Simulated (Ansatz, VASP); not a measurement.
# Two plane-wave programs on Ag

```
Ag
1.0
     0.00000    2.00105    2.00105
     2.00105    0.00000    2.00105
     2.00105    2.00105    0.00000
Ag
1
Direct
  0.00000 0.00000 0.00000
```

Alike in both runs: task single point; functional r2SCAN0; k mesh 6 × 6 × 6; occupations fermi-dirac, width 0.05 eV; no spin polarisation.

|  | VASP | Ansatz |
| --- | --- | --- |
| version | VASP 6.6.1 | Ansatz 0.2.0 |
| potentials or method | VASP PAW PBE potentials, release 64 (Ag) | Ansatz PAW |
| plane-wave cutoff (eV) | 520 | 500 |
| valence electrons in the cell | 11 | 19 |

```csv
,VASP,Ansatz,Ansatz less VASP
gap on the k mesh at the Fermi level (eV),none,none,-
pressure (GPa),11.4,11.2,-0.20
```

VASP's potentials were made for PBE, not for r2SCAN0. A gap of «none» marks a metal or a gap that the smearing closes. The functional is the same, so the differences come from potentials, cutoffs and numerics. VASP's potentials hold 11 valence electrons a cell and Ansatz's 19, so a difference there can come from the potentials and not from the codes.

The k mesh is coarse, so the values compare programs but aren't converged.
